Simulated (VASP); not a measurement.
Set up this calculation in VASP 6.6.1, as the native input.

```
Task                   : relaxation of cell and atoms
Functional             : PBEsol
Potentials or basis    : VASP PAW PBE potentials, release 64 (Bi_d, Te)
Cutoff                 : 600 eV
k mesh                 : 12 × 12 × 12
Occupations            : gaussian, width 0.1 eV
Spin                   : no spin polarisation
Dipole correction      : no
Further INCAR settings : ALGO = Normal; EDIFF = 1e-06; IBRION = 2; EDIFFG = -0.005; NSW = 70; ISIF = 3
```

The structure of BiTe lies in POSCAR:

```
BiTe
1.0
    2.4222948376      1.3985125765      3.3133448247
   -2.4222948376      1.3985125765      3.3133448247
    0.0000000000     -2.7970251531      3.3133448247
Bi Te
1 1
Direct
    0.5000000000      0.5000000000      0.5000000000
    0.0000000000      0.0000000000      0.0000000000
```

The input as run:

INCAR

```
PREC = Accurate
ENCUT = 600
EDIFF = 1E-6
ISMEAR = 0
SIGMA = 0.1
LREAL = False
LASPH = True
NELM = 100
ALGO = Normal
ISIF = 3
LWAVE = False
LCHARG = False
GGA = PS
IBRION = 2
NSW = 70
EDIFFG = -0.005
```

KPOINTS

```
regular mesh
0
Gamma
  12 12 12
```

Potentials or basis: VASP PAW PBE potentials, release 64 (Bi_d, Te).

Launch:

```bash
$ cat potpaw_PBE.64/Bi_d/POTCAR potpaw_PBE.64/Te/POTCAR > POTCAR
$ mpirun -np 1 vasp_std > vasp.out
```

It gave:

| Property | Result |
| --- | --- |
| Relaxed volume | 31.86 Å³/atom |
| Relaxed cell | a = 4.227 Å, b = 4.227 Å, c = 4.227 Å, α = 69.20°, β = 69.20°, γ = 69.20° |
| Space group after relaxing (to 0.1 Å) | R-3m (No. 166) |
| Energy gained by relaxing | 14.2 meV/atom |
| Ionic steps | 7 |
| Pressure after relaxing | 0.0 GPa |
| Band gap on the k mesh | zero (an odd number of electrons rules out a gap without spin polarisation) |

Caveat: the PAW data sets were made with another functional, which shifts forces and pressure a little; spin-orbit coupling is left out, which moves the levels of the heavy elements.

Run time: 4.1 min on 1 thread of Intel(R) Xeon(R) 6975P-C (Granite Rapids) (shared host), peak memory 0.4 GiB.
